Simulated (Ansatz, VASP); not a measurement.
# Ti: VASP beside Ansatz

```xyz
3
Lattice="4.5798 0.0000 0.0000 -2.2899 3.9662 0.0000 0.0000 0.0000 2.8314" Properties=species:S:1:pos:R:3 pbc="T T T"
Ti    0.0000    0.0000    0.0000
Ti    0.0000    2.6441    1.4157
Ti    2.2899    1.3221    1.4157
```

Alike in both runs: task relaxation of cell and atoms; functional PBE; dispersion D3(BJ); k mesh 12 × 12 × 14; occupations gaussian, width 0.1 eV; no spin polarisation.

|  | VASP | Ansatz |
| --- | --- | --- |
| version | VASP 6.6.1 | Ansatz 0.2.0 |
| potentials or method | VASP PAW PBE potentials, release 64 (Ti_sv), cutoff 600 eV | scalar-relativistic, plane waves, PAW |
| valence electrons in the cell | 36 | 36 |

```tsv
	VASP	Ansatz	Ansatz less VASP
gap on the k mesh at the Fermi level, each at its own relaxed structure (eV)	none	none	-
relaxed volume (Å³/atom)	16.19	16.25	+0.059
relaxed length of the cell vector where the two differ most in proportion (Å)	4.489	4.495	+0.0059
```

A gap of «none» marks a metal or a gap that the smearing closes.
